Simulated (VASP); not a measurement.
A run of VASP 6.6.1 is set up as follows.

File INCAR:

```
SYSTEM = Se
PREC = Accurate ; ENCUT = 520
EDIFF = 1E-8 ; ISMEAR = -1
SIGMA = 0.01 ; LREAL = .False.
LASPH = .True. ; NELM = 100
ALGO = Normal ; ISIF = 2
LWAVE = .False. ; LCHARG = .False.
GGA = PS ; LEFG = .True.
NBANDS = 27
```

Contents of KPOINTS:

```
Automatic mesh
0
Gamma
  6 6 6
  0 0 0
```

POSCAR

```
Se
1.0
    5.7557584332      3.3230886808      1.4957576226
   -5.7557584332      3.3230886808      1.4957576226
    0.0000000000     -6.6461773616      1.4957576226
Se
6
Direct
    0.2806600000      0.1625100000      0.9181800000
    0.9181800000      0.2806600000      0.1625100000
    0.1625100000      0.9181800000      0.2806600000
    0.7193400000      0.8374900000      0.0818200000
    0.0818200000      0.7193400000      0.8374900000
    0.8374900000      0.0818200000      0.7193400000
```

Potentials or basis: VASP PAW PBE potentials, release 64 (Se).

Launch:

```bash
$ cat potpaw_PBE.64/Se/POTCAR > POTCAR
$ mpirun -np 1 vasp_std > vasp.out
```

Q: Estimate the largest force.

A: 0.126 eV/Å.

Q: What does it give for the band gap on the k mesh?

A: 1.06 eV (least direct gap 1.32 eV).

Forces on the atoms (eV/Å):
```
Se   0.067 -0.004 -0.106
Se  -0.029  0.060 -0.106
Se  -0.037 -0.055 -0.106
Se  -0.067  0.004  0.106
Se   0.029 -0.060  0.106
Se   0.037  0.055  0.106
```

Caveat: without QUAD_EFG the Cq values of the log hold for a quadrupole moment of 1 mb, not for the nuclei; the PAW data sets were made with another functional, which shifts forces and pressure a little. A k mesh can miss the band edges.
